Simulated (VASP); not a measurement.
Ge, 4 atoms in the cell. It takes space group I4_1/amd (No. 141, tetragonal). Conventional cell: a = 4.016 Å, b = 4.016 Å, c = 5.578 Å, α = 90.00°, β = 90.00°, γ = 90.00°. Within 3.2 Å of Ge (site symmetry -4m2) lie 4 Ge at 2.44 Å. 

- Program: VASP 6.6.1
- Task: single point
- Functional: LDA
- Potentials or basis: VASP PAW LDA potentials, release 64 (Ge_d)
- Cutoff: 500 eV
- k mesh: 10 × 10 × 7
- Occupations: gaussian, width 0.03 eV
- Spin: no spin polarisation
- Dipole correction: no
- Further INCAR settings: ALGO = Normal; EDIFF = 1e-06; NBANDS = 36

Potentials or basis: VASP PAW LDA potentials, release 64 (Ge_d).

Command:

```console
$ cat potpaw_LDA.64/Ge_d/POTCAR > POTCAR
$ mpirun -np 1 vasp_std > vasp.out
```

Hardware: 1 thread of Intel Xeon 8259CL, with other jobs on the host.

Question: Estimate the wall time of this run.

Answer: It took 3.6 min on 1 thread of Intel Xeon 8259CL (shared host), peak memory 0.28 GiB. Counts: scf iterations 11, k points 84.
